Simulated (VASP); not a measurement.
# Rb (Im-3m) in VASP: notebook

The runs below take Rb through single point, relaxation of volume and atoms at fixed shape, with PBEsol.

Program: VASP 6.6.1. These are calculated values, not measurements. Logs are shortened: lines on timing, memory, paths and dates and some standing lists are left out, and cuts for length are marked.

## (1) The cell of the first run

The structure is cubic, space group Im-3m (No. 229). Conventional cell: a = 5.605 Å, b = 5.605 Å, c = 5.605 Å, α = 90.00°, β = 90.00°, γ = 90.00°.

## (2) Single point, PBEsol

Contents of INCAR:

```
PREC = Accurate ; ENCUT = 520
EDIFF = 1E-7 ; ISMEAR = 1
SIGMA = 0.1 ; LREAL = F
LASPH = T ; NELM = 60
ALGO = Normal ; ISIF = 2
LWAVE = F ; LCHARG = F
GGA = PS ; NBANDS = 10
```

Contents of KPOINTS:

```
regular mesh
0
Gamma
  6 6 6
```

Contents of POSCAR:

```
Rb
1.0
   -2.8025000000      2.8025000000      2.8025000000
    2.8025000000     -2.8025000000      2.8025000000
    2.8025000000      2.8025000000     -2.8025000000
Rb
1
Direct
    0.0000000000      0.0000000000      0.0000000000
```

Potentials or basis: VASP PAW PBE potentials, release 64 (Rb_sv).

The run is started by

```
$ cat potpaw_PBE.64/Rb_sv/POTCAR > POTCAR
$ mpirun -np 1 vasp_std > vasp.out
```

OUTCAR:

```text
PREC = Accurate
   ENCUT = 520
   EDIFF = 1E-7
   ISMEAR = 1
   LREAL = F
   LASPH = T
   NELM = 60
   ISIF = 2
   GGA = PS

 ion  position               nearest neighbor table
   1  0.000  0.000  0.000-

  LATTYP: Found a body centered cubic cell.
 ALAT       =     5.6050000000

  Lattice vectors:

 A1 = (  -2.8025000000,   2.8025000000,   2.8025000000)
 A2 = (   2.8025000000,  -2.8025000000,   2.8025000000)
 A3 = (   2.8025000000,   2.8025000000,  -2.8025000000)

Analysis of symmetry for initial positions (statically):
=====================================================================
 Subroutine PRICEL returns:
 Original cell was already a primitive cell.

 Routine SETGRP: Setting up the symmetry group for a
 body centered cubic supercell.

 Subroutine GETGRP returns: Found 48 space group operations
 (whereof 48 operations were pure point group operations)
 out of a pool of 48 trial point group operations.

The static configuration has the point symmetry O_h .

Analysis of symmetry for dynamics (positions and initial velocities):
=====================================================================
 Subroutine PRICEL returns:
 Original cell was already a primitive cell.

 Routine SETGRP: Setting up the symmetry group for a
 body centered cubic supercell.

 Subroutine GETGRP returns: Found 48 space group operations
 (whereof 48 operations were pure point group operations)
 out of a pool of 48 trial point group operations.

The dynamic configuration has the point symmetry O_h .

 Subroutine INISYM returns: Found 48 space group operations
 (whereof 48 operations are pure point group operations),
 and found     1 'primitive' translations

----------------------------------------------------------------------------------------

                                     Primitive cell

  volume of cell :      88.0434

  direct lattice vectors                    reciprocal lattice vectors
    -2.802500000  2.802500000  2.802500000     0.000000000  0.178412132  0.178412132
     2.802500000 -2.802500000  2.802500000     0.178412132  0.000000000  0.178412132
     2.802500000  2.802500000 -2.802500000     0.178412132  0.178412132  0.000000000

  length of vectors
     4.854072388  4.854072388  4.854072388     0.252312857  0.252312857  0.252312857

  position of ions in fractional coordinates (direct lattice)
     0.000000000  0.000000000  0.000000000

  ion indices of the primitive-cell ions
   primitive index   ion index
                 1           1

----------------------------------------------------------------------------------------

 KPOINTS: regular mesh

Automatic generation of k-mesh.
 Grid dimensions read from file:
 generate k-points for:    6    6    6

 Generating k-lattice:

  Cartesian coordinates                     Fractional coordinates (reciprocal lattice)
     0.000000000  0.029735355  0.029735355     0.166666667  0.000000000  0.000000000
     0.029735355  0.000000000  0.029735355     0.000000000  0.166666667  0.000000000
     0.029735355  0.029735355  0.000000000     0.000000000  0.000000000  0.166666667

  Length of vectors
     0.042052143  0.042052143  0.042052143

  Shift w.r.t. Gamma in fractional coordinates (k-lattice)
     0.000000000  0.000000000  0.000000000

 Subroutine IBZKPT returns following result:
 ===========================================

 Found     16 irreducible k-points:

 Following reciprocal coordinates:
            Coordinates               Weight
  0.000000  0.000000  0.000000      1.000000
  0.166667  0.000000  0.000000     12.000000
  0.333333  0.000000  0.000000     12.000000
  0.500000  0.000000  0.000000      6.000000
  0.166667  0.166667  0.000000     24.000000
  0.333333  0.166667 -0.000000     48.000000
[... 8 lines left out ...]
  0.500000  0.500000  0.333333     12.000000
  0.500000  0.500000  0.500000      1.000000
   k-points           NKPTS =     16   k-points in BZ     NKDIM =     16   number of bands    NBANDS=     10
   number of dos      NEDOS =    301   number of ions     NIONS =      1
   total plane-waves  NPLWV =  46656
   dimension x,y,z NGX =    36 NGY =   36 NGZ =   36
   dimension x,y,z NGXF=    72 NGYF=   72 NGZF=   72
   ions per type =               1
   NGX,Y,Z   is equivalent  to a cutoff of  12.33, 12.33, 12.33 a.u.
   NGXF,Y,Z  is equivalent  to a cutoff of  24.66, 24.66, 24.66 a.u.
 SYSTEM =  unknown system
   PREC   = accura    normal or accurate (medium, high low for compatibility)
   ISTART =      0    job   : 0-new  1-cont  2-samecut
   ICHARG =      2    charge: 1-file 2-atom 10-const
   ISPIN  =      1    spin polarized calculation?
   LNONCOLLINEAR =      F non collinear calculations
   LSORBIT =      F    spin-orbit coupling
   LASPH  =      T    aspherical Exc in radial PAW
   ENCUT  =  520.0 eV  38.22 Ry    6.18 a.u.   9.03  9.03  9.03*2*pi/ulx,y,z
   NELM   =     60;   NELMIN=  2; NELMDL= -5     # of ELM steps
   EDIFF  = 0.1E-06   stopping-criterion for ELM
   LREAL  =      F    real-space projection
   EDIFFG = 0.1E-05   stopping-criterion for IOM
   NSW    =      0    number of steps for IOM
   IBRION =     -1    ionic relax: 0-MD 1-quasi-New 2-CG
   NFREE  =      0    steps in history (QN), initial steepest desc. (CG)
   ISIF   =      2    stress and relaxation
   ISYM   =      2    0-nonsym 1-usesym 2-fastsym
   POTIM  = 0.5000    time-step for ionic-motion
   TEBEG  =    0.0;   TEEND  =   0.0 temperature during run
   PSTRESS=    0.0 pullay stress
   NELECT =       9.0000    total number of electrons
   NUPDOWN=      -1.0000    fix difference up-down
   EMIN   =  10.00;   EMAX   =-10.00  energy-range for DOS
   EFERMI =   0.00;   METHOD = LEGACY
   ISMEAR =     1;   SIGMA  =   0.10  broadening in eV -4-tet -1-fermi 0-gaus
   EFERMI_NEDOS =   21; number of points for ismear=-14 and -15
   IALGO  =     38    algorithm
   IMIX   =      4    mixing-type and parameters
     AMIX     =   0.40;   BMIX     =  1.00
     AMIX_MAG =   1.60;   BMIX_MAG =  1.00
  volume/ion in A,a.u.               =      88.04       594.15
  Fermi-wavevector in a.u.,A,eV,Ry     =   0.765462  1.446513  7.972081  0.585931
  Thomas-Fermi vector in A             =   1.865587
   LORBIT       =      0    0 simple, 1 ext, 2 COOP (PROOUT), +10 PAW based schemes
   GGA     = PS    functional components
   LHFCALC =     F    Hartree Fock is set to
   AEXX    =    0.0000 exact exchange contribution
   IVDW    =     0    specifies the selected vdW correction
   LEPSILON=     F    determine dielectric tensor
   LRPA    =     F    only Hartree local field effects (RPA)
 non-spin polarized calculation
 Methfessel and Paxton  Order N= 1 SIGMA  =   0.10
  energy-cutoff  :      520.00
  volume of cell :       88.04
 maximum number of plane-waves:      2394
   NGX = 19   NGY = 19   NGZ = 19

 number of electron       9.0000000 magnetization

 Free energy of the ion-electron system (eV)
  ---------------------------------------------------
  ext. energy  EPLUGINS =         0.00000000
  ---------------------------------------------------
  free energy    TOTEN  =        -1.00630931 eV

  energy without entropy =       -1.00029434  energy(sigma->0) =       -1.00430432

 E-fermi :   0.0367     XC(G=0):  -5.6034

 val. band max:       -0.1856247151   @ k =   0.1667   0.1667   0.1667
 cond. band min:       0.0440379573   @ k =   0.3333   0.1667  -0.0000
 fundamental gap:      0.2296626725
 Fermi energy:         0.0366521903

 k-point     1 :       0.0000    0.0000    0.0000
  band No.  band energies     occupation
      1     -28.8183      2.00000
      2     -12.8619      2.00000
      3     -12.8619      2.00000
      4     -12.8619      2.00000
      5      -2.0001      2.00000
      6       3.7301      0.00000
      7       3.7301      0.00000
      8       3.7301      0.00000
      9       4.7006      0.00000
     10       4.7006      0.00000

 k-point     2 :       0.1667    0.0000    0.0000
  band No.  band energies     occupation
      1     -28.8170      2.00000
      2     -12.8896      2.00000
      3     -12.8710      2.00000
      4     -12.8619      2.00000
      5      -1.6669      2.00000
      6       3.1341      0.00000
      7       3.3404      0.00000
      8       4.0426      0.00000
      9       4.4291      0.00000
     10       4.6139      0.00000

 k-point     3 :       0.3333    0.0000    0.0000
  band No.  band energies     occupation
      1     -28.8146      2.00000
      2     -12.9437      2.00000
      3     -12.8889      2.00000
      4     -12.8619      2.00000
      5      -0.7581      2.00000
      6       1.8666     -0.00000
      7       2.8131      0.00000
      8       4.5538      0.00000
      9       4.7226      0.00000
     10       4.9376      0.00000

 k-point     4 :       0.5000    0.0000    0.0000
  band No.  band energies     occupation
      1     -28.8133      2.00000
      2     -12.9701      2.00000
      3     -12.8979      2.00000
      4     -12.8620      2.00000
      5       0.2486     -0.01066
      6       0.8230     -0.00000
      7       2.6105      0.00000
      8       4.3507      0.00000
      9       5.2765      0.00000
     10       5.3369      0.00000
[... 118 lines left out ...]
 k-point    14 :      -0.3333    0.3333    0.3333
  band No.  band energies     occupation
      1     -28.8114      2.00000
      2     -12.9332      2.00000
      3     -12.9190      2.00000
      4     -12.9190      2.00000
      5       0.2897     -0.00202
      6       1.7543     -0.00000
      7       3.1169      0.00000
      8       3.1169      0.00000
      9       3.5207      0.00000
     10       5.2474      0.00000

 k-point    15 :       0.5000    0.5000    0.3333
  band No.  band energies     occupation
      1     -28.8104      2.00000
      2     -12.9470      2.00000
      3     -12.9290      2.00000
      4     -12.9202      2.00000
      5       1.1003     -0.00000
      6       1.2243     -0.00000
      7       2.6464      0.00000
      8       3.1534      0.00000
      9       3.8488      0.00000
     10       5.7353      0.00000

 k-point    16 :       0.5000    0.5000    0.5000
  band No.  band energies     occupation
      1     -28.8094      2.00000
      2     -12.9392      2.00000
      3     -12.9392      2.00000
      4     -12.9392      2.00000
      5       1.2626     -0.00000
      6       1.2626     -0.00000
      7       3.3460      0.00000
      8       3.3460      0.00000
      9       3.3460      0.00000
     10       4.9972      0.00000

------------------------ aborting loop because EDIFF is reached ----------------------------------------

  FORCE on cell =-STRESS in cart. coord.  units (eV):
  Direction    XX          YY          ZZ          XY          YZ          ZX
  --------------------------------------------------------------------------------------
  -------------------------------------------------------------------------------------
  Total       -0.0181899     -0.0181899     -0.0181899      0.0000000      0.0000000     -0.0000000
  in kB       -0.3310122     -0.3310122     -0.3310122      0.0000000      0.0000000     -0.0000000
  external PRESSURE =      -0.3310122 kB  Pullay stress =       0.0000000 kB

 VOLUME and BASIS-vectors are now :
 -----------------------------------------------------------------------------
  energy-cutoff  :      520.00
  volume of cell :       88.04
      direct lattice vectors                 reciprocal lattice vectors
    -2.802500000  2.802500000  2.802500000     0.000000000  0.178412132  0.178412132
     2.802500000 -2.802500000  2.802500000     0.178412132  0.000000000  0.178412132
     2.802500000  2.802500000 -2.802500000     0.178412132  0.178412132  0.000000000

 POSITION                                       TOTAL-FORCE (eV/Angst)
 -----------------------------------------------------------------------------------
      0.00000      0.00000      0.00000         0.000000      0.000000     -0.000000
 -----------------------------------------------------------------------------------
    total drift:                               -0.000000      0.000000      0.000000

  FREE ENERGIE OF THE ION-ELECTRON SYSTEM (eV)
  ---------------------------------------------------
  free  energy   TOTEN  =        -1.0063093057 eV

  energy  without entropy=       -1.0002943391  energy(sigma->0) =       -1.00430432
```

Run time: 9.4 s. Hardware: 1 thread of Intel Xeon Platinum 8488C (Sapphire Rapids), shared host; peak memory 0.19 GiB.

Results:

```yaml
Free_energy: -1.0063 eV
Pressure: 0.0 GPa
Band_gap_on_the_k_mesh: zero (an odd number of electrons rules out a gap without spin polarisation)
```

Levels at points of the mesh, in eV from the Fermi level:
```csv
k point,band 1,band 2,band 3,band 4,band 5,band 6,band 7,band 8,band 9
"(0.00, 0.00, 0.00)",-28.85,-12.90,-12.90,-12.90,-2.04,3.69,3.69,3.69,4.66
"(0.50, 0.00, 0.00)",-28.85,-13.01,-12.93,-12.90,0.21,0.79,2.57,4.31,5.24
"(0.50, 0.50, 0.50)",-28.85,-12.98,-12.98,-12.98,1.23,1.23,3.31,3.31,3.31
```

Caveat: the PAW data sets were made with another functional, which shifts forces and pressure a little.

## (3) Relaxation of volume and atoms at fixed shape, PBEsol

Contents of INCAR:

```
PREC = Accurate
ENCUT = 600
EDIFF = 1E-7
ISMEAR = 1
SIGMA = 0.1
LREAL = F
LASPH = T
NELM = 80
ALGO = Normal
ISIF = 8
LWAVE = F
LCHARG = F
GGA = PS
IBRION = 2
NSW = 80
EDIFFG = -0.02
```

Contents of KPOINTS:

```
Automatic mesh
0
Gamma
  6 6 6
```

POSCAR is that of step 2.

Potentials or basis: VASP PAW PBE potentials, release 64 (Rb_sv).

The run is started by

```
$ cat potpaw_PBE.64/Rb_sv/POTCAR > POTCAR
$ mpirun -np 1 vasp_std > vasp.out
```

It took 13 s on 1 thread of Intel Xeon Platinum 8488C (Sapphire Rapids), shared host; peak memory 0.22 GiB.

The run converged. Its results:

| Quantity | Value |
| --- | --- |
| Free energy | -1.0063 eV |
| Pressure after relaxing | 0.0 GPa |
| Band gap on the k mesh | zero (an odd number of electrons rules out a gap without spin polarisation) |

Final structure:
```yaml
crystal:
  lattice:
    - [-2.80250, 2.80250, 2.80250]
    - [2.80250, -2.80250, 2.80250]
    - [2.80250, 2.80250, -2.80250]
  atoms:
    - { symbol: Rb, position: [0.00000, 0.00000, 0.00000] }
```

Levels at points of the mesh, in eV from the Fermi level:
| k point | band 2 | band 3 | band 4 | band 5 | band 6 | band 7 |
| --- | --- | --- | --- | --- | --- | --- |
| (0.00, 0.00, 0.00) | -12.90 | -12.90 | -12.90 | -2.04 | 3.69 | 3.69 |
| (0.50, 0.00, 0.00) | -13.01 | -12.93 | -12.90 | 0.21 | 0.79 | 2.57 |
| (0.50, 0.50, 0.50) | -12.98 | -12.98 | -12.98 | 1.23 | 1.23 | 3.31 |

Caveat: the PAW data sets were made with another functional, which shifts forces and pressure a little.

The gap in the log of VASP goes by the Fermi energy; the results here count the filled bands.